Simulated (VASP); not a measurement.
Input of a VASP 6.6.1 run:

INCAR

```
ALGO     = Normal         # electronic algorithm
EDIFF    = 1E-6           # SCF threshold, eV
ENCUT    = 400            # plane-wave cutoff, eV
GGA      = PE             # functional
GGA_COMPAT= False        
ISIF     = 2              # what is computed and relaxed
ISMEAR   = -4             # smearing method
LASPH    = True           # aspherical terms in the spheres
LCHARG   = True           # write CHGCAR
LELF     = True           # ELF
LREAL    = False          # projectors in reciprocal space
LVHAR    = True         
LWAVE    = False          # write WAVECAR
NBANDS   = 15             # bands
NELM     = 120            # most SCF steps
PREC     = Accurate       # precision mode
SIGMA    = 0.1            # smearing width, eV
```

File KPOINTS:

```
k-points
0
Gamma
  2 2 2
```

The input POSCAR:

```
CaSe
1.0
    0.0000000000      3.2664434633      3.2664434633
    3.2664434633      0.0000000000      3.2664434633
    3.2664434633      3.2664434633      0.0000000000
Ca Se
1 1
Direct
    0.0033789043     -0.0018720667     -0.0000266345
    0.4988595450      0.5006679339      0.4998857376
```

Potentials or basis: VASP PAW PBE potentials, release 64 (Ca_sv, Se).

The run is started by

```console
$ cat potpaw_PBE.64/Ca_sv/POTCAR potpaw_PBE.64/Se/POTCAR > POTCAR
$ mpirun -np 1 vasp_std > vasp.out
```

Question: Estimate the pressure.

Answer: -6.1 GPa.

Question: What does it give for the largest force?

Answer: 0.014 eV/Å.

Question: Estimate the band gap on the k mesh.

Answer: 1.92 eV.

Forces in eV/Å, atoms in the order of the input:
```
Ca  -0.006  0.011  0.005
Se   0.006 -0.011 -0.005
```

Caveat: the k points lie up to 0.83 Å⁻¹ apart, too coarse for converged energies, forces and pressures. A k mesh can miss the band edges.
